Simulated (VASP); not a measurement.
# SiGe (P6_3mc) in VASP: a series of runs

Runs on SiGe. Level: PBEsol. Tasks: single point, relaxation of shape and atoms at fixed volume.

Program: VASP 6.6.1. These are calculated values, not measurements. Logs are shortened: lines on timing, memory, paths and dates and some standing lists are left out, and cuts for length are marked.

## Step 1: The cell of the first run

Symmetry: P6_3mc, No. 186, hexagonal system. Conventional cell: a = 3.906 Å, b = 3.906 Å, c = 6.379 Å, α = 90.00°, β = 90.00°, γ = 120.00°. Si (site symmetry 3m) has 4 Ge at 2.39 to 2.40 Å within 3.2 Å. Within 3.2 Å of Ge (site symmetry 3m) lie 4 Si at 2.39 to 2.40 Å.

## Step 2: Single point, PBEsol

INCAR

```
SYSTEM = SiGe
PREC = Accurate
ENCUT = 520
EDIFF = 1E-6
ISMEAR = 0
SIGMA = 0.02
LREAL = .FALSE.
LASPH = .TRUE.
NELM = 100
ALGO = Normal
ISIF = 2
LWAVE = .FALSE.
LCHARG = .FALSE.
GGA = PS
NBANDS = 26
```

KPOINTS

```
regular mesh
0
G
  12 12 6
  0 0 0
```

POSCAR

```
SiGe
1.0
    3.9058689142      0.0000000000      0.0000000000
   -1.9529344571      3.3825817036      0.0000000000
    0.0000000000      0.0000000000      6.3789588444
Si Ge
2 2
Direct
    0.6666666662      0.3333333338      0.8752784685
    0.3333333338      0.6666666662      0.3752784685
    0.6666666672      0.3333333328      0.4997205315
    0.3333333328      0.6666666672     -0.0002794685
```

Potentials or basis: VASP PAW PBE potentials, release 64 (Si, Ge_d).

The run is started by

```console
cat potpaw_PBE.64/Si/POTCAR potpaw_PBE.64/Ge_d/POTCAR > POTCAR
mpirun -np 1 vasp_std > vasp.out
```

OUTCAR:

```text
SYSTEM = SiGe
   PREC = Accurate
   ENCUT = 520
   EDIFF = 1E-6
   ISMEAR = 0
   LREAL = .FALSE.
   LASPH = .TRUE.
   NELM = 100
   ISIF = 2
   GGA = PS

 ion  position               nearest neighbor table
   1  0.667  0.333  0.875-   4 2.39   4 2.39   4 2.39   3 2.40
   2  0.333  0.667  0.375-   3 2.39   3 2.39   3 2.39   4 2.40
   3  0.667  0.333  0.500-   2 2.39   2 2.39   2 2.39   1 2.40
   4  0.333  0.667  1.000-   1 2.39   1 2.39   1 2.39   2 2.40

  LATTYP: Found a hexagonal cell.
 ALAT       =     3.9058689142
 C/A-ratio  =     1.6331727932

  Lattice vectors:

 A1 = (   3.9058689142,   0.0000000000,   0.0000000000)
 A2 = (  -1.9529344571,   3.3825817036,   0.0000000000)
 A3 = (   0.0000000000,   0.0000000000,   6.3789588444)

Analysis of symmetry for initial positions (statically):
=====================================================================
 Subroutine PRICEL returns:
 Original cell was already a primitive cell.

 Routine SETGRP: Setting up the symmetry group for a
 hexagonal supercell.

 Subroutine GETGRP returns: Found 12 space group operations
 (whereof  6 operations were pure point group operations)
 out of a pool of 24 trial point group operations.

The static configuration has the point symmetry C_3v.
 The point group associated with its full space group is C_6v.

Analysis of symmetry for dynamics (positions and initial velocities):
=====================================================================
 Subroutine PRICEL returns:
 Original cell was already a primitive cell.

 Routine SETGRP: Setting up the symmetry group for a
 hexagonal supercell.

 Subroutine GETGRP returns: Found 12 space group operations
 (whereof  6 operations were pure point group operations)
 out of a pool of 24 trial point group operations.

The dynamic configuration has the point symmetry C_3v.
 The point group associated with its full space group is C_6v.

 Subroutine INISYM returns: Found 12 space group operations
 (whereof  6 operations are pure point group operations),
 and found     1 'primitive' translations

----------------------------------------------------------------------------------------

                                     Primitive cell

  volume of cell :      84.2783

  direct lattice vectors                    reciprocal lattice vectors
     3.905868914  0.000000000  0.000000000     0.256024977  0.147816090  0.000000000
    -1.952934457  3.382581704  0.000000000     0.000000000  0.295632179  0.000000000
     0.000000000  0.000000000  6.378958844     0.000000000  0.000000000  0.156765395

  length of vectors
     3.905868914  3.905868914  6.378958844     0.295632179  0.295632179  0.156765395

  position of ions in fractional coordinates (direct lattice)
     0.666666666  0.333333334  0.875278468
     0.333333334  0.666666666  0.375278468
     0.666666667  0.333333333  0.499720532
     0.333333333  0.666666667  0.999720532

  ion indices of the primitive-cell ions
   primitive index   ion index
                 1           1
                 2           2
                 3           3
                 4           4

----------------------------------------------------------------------------------------

 KPOINTS: regular mesh

Automatic generation of k-mesh.
 Grid dimensions read from file:
 generate k-points for:   12   12    6

 Generating k-lattice:

  Cartesian coordinates                     Fractional coordinates (reciprocal lattice)
     0.021335415  0.012318007  0.000000000     0.083333333  0.000000000  0.000000000
     0.000000000  0.024636015  0.000000000     0.000000000  0.083333333  0.000000000
     0.000000000  0.000000000  0.026127566     0.000000000  0.000000000  0.166666667

  Length of vectors
     0.024636015  0.024636015  0.026127566

  Shift w.r.t. Gamma in fractional coordinates (k-lattice)
     0.000000000  0.000000000  0.000000000

 Subroutine IBZKPT returns following result:
 ===========================================

 Found     76 irreducible k-points:

 Following reciprocal coordinates:
            Coordinates               Weight
  0.000000  0.000000  0.000000      1.000000
  0.083333  0.000000  0.000000      6.000000
  0.166667  0.000000  0.000000      6.000000
  0.250000  0.000000  0.000000      6.000000
  0.333333  0.000000  0.000000      6.000000
  0.416667  0.000000  0.000000      6.000000
[... 16 lines left out ...]
  0.250000  0.000000  0.166667     12.000000
  0.333333  0.000000  0.166667     12.000000
 [... further k-points ...]
   k-points           NKPTS =     76   k-points in BZ     NKDIM =     76   number of bands    NBANDS=     26
   number of dos      NEDOS =    301   number of ions     NIONS =      4
   total plane-waves  NPLWV =  43200
   dimension x,y,z NGX =    30 NGY =   30 NGZ =   48
   dimension x,y,z NGXF=    60 NGYF=   60 NGZF=   96
   ions per type =               2   2
   NGX,Y,Z   is equivalent  to a cutoff of  12.77, 12.77, 12.51 a.u.
   NGXF,Y,Z  is equivalent  to a cutoff of  25.54, 25.54, 25.02 a.u.
 SYSTEM =  SiGe
   PREC   = accura    normal or accurate (medium, high low for compatibility)
   ISTART =      0    job   : 0-new  1-cont  2-samecut
   ICHARG =      2    charge: 1-file 2-atom 10-const
   ISPIN  =      1    spin polarized calculation?
   LNONCOLLINEAR =      F non collinear calculations
   LSORBIT =      F    spin-orbit coupling
   LASPH  =      T    aspherical Exc in radial PAW
   ENCUT  =  520.0 eV  38.22 Ry    6.18 a.u.   7.26  7.26 11.86*2*pi/ulx,y,z
   NELM   =    100;   NELMIN=  2; NELMDL= -5     # of ELM steps
   EDIFF  = 0.1E-05   stopping-criterion for ELM
   LREAL  =      F    real-space projection
   EDIFFG = 0.1E-04   stopping-criterion for IOM
   NSW    =      0    number of steps for IOM
   IBRION =     -1    ionic relax: 0-MD 1-quasi-New 2-CG
   NFREE  =      0    steps in history (QN), initial steepest desc. (CG)
   ISIF   =      2    stress and relaxation
   ISYM   =      2    0-nonsym 1-usesym 2-fastsym
   POTIM  = 0.5000    time-step for ionic-motion
   TEBEG  =    0.0;   TEEND  =   0.0 temperature during run
   PSTRESS=    0.0 pullay stress
   NELECT =      36.0000    total number of electrons
   NUPDOWN=      -1.0000    fix difference up-down
   EMIN   =  10.00;   EMAX   =-10.00  energy-range for DOS
   EFERMI =   0.00;   METHOD = LEGACY
   ISMEAR =     0;   SIGMA  =   0.02  broadening in eV -4-tet -1-fermi 0-gaus
   EFERMI_NEDOS =   21; number of points for ismear=-14 and -15
   IALGO  =     38    algorithm
   IMIX   =      4    mixing-type and parameters
     AMIX     =   0.40;   BMIX     =  1.00
     AMIX_MAG =   1.60;   BMIX_MAG =  1.00
  volume/ion in A,a.u.               =      21.07       142.18
  Fermi-wavevector in a.u.,A,eV,Ry     =   1.232926  2.329893 20.682311  1.520107
  Thomas-Fermi vector in A             =   2.367677
   LORBIT       =      0    0 simple, 1 ext, 2 COOP (PROOUT), +10 PAW based schemes
   GGA     = PS    functional components
   LHFCALC =     F    Hartree Fock is set to
   AEXX    =    0.0000 exact exchange contribution
   IVDW    =     0    specifies the selected vdW correction
   LEPSILON=     F    determine dielectric tensor
   LRPA    =     F    only Hartree local field effects (RPA)
 non-spin polarized calculation
 Gauss-broadening in eV      SIGMA  =   0.02
  energy-cutoff  :      520.00
  volume of cell :       84.28
 maximum number of plane-waves:      2298
 NGX is ok and might be reduce to    30
   NGX = 15   NGY = 15   NGZ = 23

 number of electron      35.9999984 magnetization

 Free energy of the ion-electron system (eV)
  ---------------------------------------------------
  ext. energy  EPLUGINS =         0.00000000
  ---------------------------------------------------
  free energy    TOTEN  =       -21.25629351 eV

  energy without entropy =      -21.25629351  energy(sigma->0) =      -21.25629351

 E-fermi :   5.7031     XC(G=0):  -9.9111

 val. band max:        5.6095138080   @ k =   0.0000   0.0000   0.0000
 cond. band min:       5.9067937943   @ k =   0.5000   0.0000   0.0000
 fundamental gap:      0.2972799863
 Fermi energy:         5.7030908981

 k-point     1 :       0.0000    0.0000    0.0000
  band No.  band energies     occupation
      1     -18.8984      2.00000
      2     -18.8980      2.00000
      3     -18.8951      2.00000
      4     -18.8951      2.00000
      5     -18.8922      2.00000
      6     -18.8922      2.00000
[... 18 lines left out ...]
     25       9.9096      0.00000
     26      12.0819      0.00000

 k-point     2 :       0.0833    0.0000    0.0000
  band No.  band energies     occupation
      1     -18.8985      2.00000
      2     -18.8977      2.00000
      3     -18.8952      2.00000
      4     -18.8947      2.00000
      5     -18.8920      2.00000
      6     -18.8917      2.00000
[... 18 lines left out ...]
     25      10.2226      0.00000
     26      11.5052      0.00000

 k-point     3 :       0.1667    0.0000    0.0000
  band No.  band energies     occupation
      1     -18.8990      2.00000
      2     -18.8969      2.00000
      3     -18.8953      2.00000
      4     -18.8936      2.00000
      5     -18.8911      2.00000
      6     -18.8904      2.00000
[... 18 lines left out ...]
     25      10.7964      0.00000
     26      11.0399      0.00000

 k-point     4 :       0.2500    0.0000    0.0000
  band No.  band energies     occupation
      1     -18.9001      2.00000
      2     -18.8964      2.00000
      3     -18.8949      2.00000
      4     -18.8923      2.00000
      5     -18.8896      2.00000
      6     -18.8887      2.00000
[... 18 lines left out ...]
     25      12.1066      0.00000
     26      12.1615      0.00000
[... 496 lines left out ...]
      1     -18.8990      2.00000
      2     -18.8973      2.00000
      3     -18.8948      2.00000
      4     -18.8934      2.00000
      5     -18.8913      2.00000
      6     -18.8907      2.00000
[... 18 lines left out ...]
     25      10.8160      0.00000
     26      11.2464      0.00000

 k-point    23 :       0.2500    0.0000    0.1667
  band No.  band energies     occupation
      1     -18.9000      2.00000
      2     -18.8972      2.00000
      3     -18.8941      2.00000
      4     -18.8921      2.00000
      5     -18.8899      2.00000
      6     -18.8890      2.00000
[... 18 lines left out ...]
     25      11.8643      0.00000
     26      11.8973      0.00000

 k-point    24 :       0.3333    0.0000    0.1667
  band No.  band energies     occupation
      1     -18.9011      2.00000
      2     -18.8976      2.00000
      3     -18.8930      2.00000
      4     -18.8909      2.00000
      5     -18.8883      2.00000
      6     -18.8873      2.00000
[... 18 lines left out ...]
     25      12.5903      0.00000
     26      13.0371      0.00000

 [... further k-points ...]

------------------------ aborting loop because EDIFF is reached ----------------------------------------

  FORCE on cell =-STRESS in cart. coord.  units (eV):
  Direction    XX          YY          ZZ          XY          YZ          ZX
  --------------------------------------------------------------------------------------
  -------------------------------------------------------------------------------------
  Total       -0.0015719     -0.0015719      0.9824413      0.0000000     -0.0000000      0.0000000
  in kB       -0.0298819     -0.0298819     18.6767552      0.0000000     -0.0000000      0.0000000
  external PRESSURE =       6.2056638 kB  Pullay stress =       0.0000000 kB

 VOLUME and BASIS-vectors are now :
 -----------------------------------------------------------------------------
  energy-cutoff  :      520.00
  volume of cell :       84.28
      direct lattice vectors                 reciprocal lattice vectors
     3.905868914  0.000000000  0.000000000     0.256024977  0.147816090  0.000000000
    -1.952934457  3.382581704  0.000000000     0.000000000  0.295632179  0.000000000
     0.000000000  0.000000000  6.378958844     0.000000000  0.000000000  0.156765395

 POSITION                                       TOTAL-FORCE (eV/Angst)
 -----------------------------------------------------------------------------------
      1.95293      1.12753      5.58337         0.000000     -0.000000      0.000572
      0.00000      2.25505      2.39389        -0.000000     -0.000000      0.000572
      1.95293      1.12753      3.18770         0.000000      0.000000     -0.000572
     -0.00000      2.25505      6.37718         0.000000     -0.000000     -0.000572
 -----------------------------------------------------------------------------------
    total drift:                               -0.000001      0.000001     -0.000124

  FREE ENERGIE OF THE ION-ELECTRON SYSTEM (eV)
  ---------------------------------------------------
  free  energy   TOTEN  =       -21.2562935137 eV

  energy  without entropy=      -21.2562935137  energy(sigma->0) =      -21.25629351
```

It took 65 s on 1 thread of Intel Xeon 6975P-C (Granite Rapids), shared host; peak memory 0.29 GiB.

Results:

* Free energy: -21.2563 eV
* Pressure: 0.6 GPa
* Band gap on the k mesh: 0.30 eV (least direct gap 0.31 eV)

Stress tensor (GPa, compression positive):
```
0.00 0.00 0.00
0.00 0.00 0.00
0.00 0.00 1.87
```

Caveat: the PAW data sets were made with another functional, which shifts forces and pressure a little. A k mesh can miss the band edges.

## Step 3: Relaxation of shape and atoms at fixed volume, PBEsol (21.86 Å³/atom)

This run uses another cell than the first one, of 21.86 Å³/atom.

INCAR

```
SYSTEM = SiGe
ALGO     = Normal         ! electronic algorithm
EDIFF    = 1E-6           ! SCF threshold, eV
EDIFFG   = -0.01          ! ionic threshold
ENCUT    = 600            ! plane-wave cutoff, eV
GGA      = PS             ! functional
IBRION   = 2              ! ionic algorithm
ISIF     = 4              ! what is computed and relaxed
ISMEAR   = 0              ! smearing method
LASPH    = .TRUE.         ! aspherical terms in the spheres
LCHARG   = .FALSE.        ! write CHGCAR
LREAL    = .FALSE.        ! projectors in reciprocal space
LWAVE    = .FALSE.        ! write WAVECAR
NELM     = 100            ! most SCF steps
NSW      = 50             ! ionic steps
PREC     = Accurate       ! precision mode
SIGMA    = 0.02           ! smearing width, eV
```

KPOINTS

```
k-points
0
G
  12 12 6
  0 0 0
```

POSCAR

```
SiGe
1.0
    3.9392191826      0.0000000000      0.0000000000
   -1.9696095913      3.4114638832      0.0000000000
    0.0000000000      0.0000000000      6.5071928948
Si Ge
2 2
Direct
    0.6666666667      0.3333333333      0.8745463424
    0.3333333333      0.6666666667      0.3745463424
    0.6666666667      0.3333333333      0.5004526576
    0.3333333333      0.6666666667      0.0004526576
```

Potentials or basis: VASP PAW PBE potentials, release 64 (Si, Ge_d).

The run is started by

```console
cat potpaw_PBE.64/Si/POTCAR potpaw_PBE.64/Ge_d/POTCAR > POTCAR
mpirun -np 1 vasp_std > vasp.out
```

OUTCAR:

```text
SYSTEM = SiGe
   EDIFF = 1E-6
   EDIFFG = -0.01
   ENCUT = 600
   GGA = PS
   IBRION = 2
   ISIF = 4
   ISMEAR = 0
   LASPH = .TRUE.
   LREAL = .FALSE.
   NELM = 100
   NSW = 50
   PREC = Accurate

 ion  position               nearest neighbor table
   1  0.667  0.333  0.875-   4 2.42   4 2.42   4 2.42   3 2.43
   2  0.333  0.667  0.375-   3 2.42   3 2.42   3 2.42   4 2.43
   3  0.667  0.333  0.500-   2 2.42   2 2.42   2 2.42   1 2.43
[... 854 lines left out ...]
  Direction    XX          YY          ZZ          XY          YZ          ZX
  --------------------------------------------------------------------------------------
  -------------------------------------------------------------------------------------
  Total       -1.2208265     -1.2208265     -1.2483223      0.0000000     -0.0000000     -0.0000000
  in kB      -22.3676283    -22.3676283    -22.8713979      0.0000000     -0.0000000     -0.0000000
  external PRESSURE =     -22.5355515 kB  Pullay stress =       0.0000000 kB

 VOLUME and BASIS-vectors are now :
 -----------------------------------------------------------------------------
  energy-cutoff  :      600.00
  volume of cell :       87.45
      direct lattice vectors                 reciprocal lattice vectors
     3.939239539  0.000000000 -0.000000000     0.253856103  0.146563890 -0.000000000
    -1.969619770  3.411481513  0.000000000     0.000000000  0.293127779  0.000000000
     0.000000000  0.000000000  6.507125641     0.000000000  0.000000000  0.153677684

 POSITION                                       TOTAL-FORCE (eV/Angst)
 -----------------------------------------------------------------------------------
      1.96962      1.13716      5.69132        -0.000000      0.000000     -0.001856
     -0.00000      2.27432      2.43775        -0.000000     -0.000000     -0.001856
      1.96962      1.13716      3.25598         0.000000     -0.000000      0.001856
     -0.00000      2.27432      0.00241         0.000000      0.000000      0.001856
 -----------------------------------------------------------------------------------
    total drift:                                0.000000     -0.000000      0.002377

  FREE ENERGIE OF THE ION-ELECTRON SYSTEM (eV)
  ---------------------------------------------------
  free  energy   TOTEN  =       -21.2430790309 eV

  energy  without entropy=      -21.2430790309  energy(sigma->0) =      -21.24307903

 reached required accuracy - stopping structural energy minimisation
```

Run time: 91 s. Hardware: 1 thread of Intel Xeon 6975P-C (Granite Rapids), shared host; peak memory 0.33 GiB.

What came out:

- Free energy: -21.2431 eV
- Energy gained by relaxing: 0.0 meV/atom
- Ionic steps: 2
- Pressure after relaxing: -2.3 GPa
- Band gap on the k mesh: 0.33 eV

Final structure:
```cif
data_structure
_symmetry_space_group_name_H-M 'P 1'
_symmetry_Int_Tables_number 1
_cell_length_a 3.9392
_cell_length_b 3.9392
_cell_length_c 6.5071
_cell_angle_alpha 90.000
_cell_angle_beta 90.000
_cell_angle_gamma 120.000
_cell_volume 87.45
loop_
_atom_site_label
_atom_site_type_symbol
_atom_site_fract_x
_atom_site_fract_y
_atom_site_fract_z
_atom_site_occupancy
Si1 Si 0.66667 0.33333 0.87463 1
Si2 Si 0.33333 0.66667 0.37463 1
Ge1 Ge 0.66667 0.33333 0.50037 1
Ge2 Ge 0.33333 0.66667 0.00037 1
```

Caveat: the PAW data sets were made with another functional, which shifts forces and pressure a little. A k mesh can miss the band edges.
